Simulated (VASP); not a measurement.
Runs of VASP 6.6.1 on TiTe2. The structure is that of space group Fm-3m (No. 225), or close to it. The cells are those of the table. 

```tsv
level	cell	cutoff (eV)	smearing	gap on the mesh (eV)	pressure (GPa)
PBE	a = 4.933 Å, angles 60.0°, 3 atoms	520	gaussian 0.05 eV	none	-2.2
PBE	a = 4.901 Å, angles 60.0°, 3 atoms	520	gaussian 0.05 eV	none	-1.2
PBE	a = 4.803 Å, angles 60.0°, 3 atoms	520	gaussian 0.05 eV	none	2.8
r2SCAN	a = 4.869 Å, angles 60.0°, 3 atoms	550	gaussian 0.05 eV	none	0.0
PBE	a = 4.869 Å, angles 60.0°, 3 atoms	520	gaussian 0.05 eV	none	0.0
PBE	a = 4.980 Å, angles 60.0°, 3 atoms	520	gaussian 0.05 eV	none	(a)
PBE	a = 4.869 Å, angles 60.0°, 3 atoms	500	tetrahedron	none	(b)
```

Alike in all rows: task single point; potentials or basis VASP PAW PBE potentials, release 64 (Ti_sv, Te); no spin polarisation; k mesh 10 × 10 × 10.

**Question.** Fill in the values left out.

**Answer.** (a) -3.6; (b) 0.1.

Caveats: spin-orbit coupling is left out, which moves the levels of the heavy elements; the PAW data sets were made with another functional, which shifts forces and pressure a little (some runs).

A k mesh can miss the band edges, and the runs leave out spin-orbit coupling on Te.

A gap of «none» marks levels without a gap at the run's occupations.
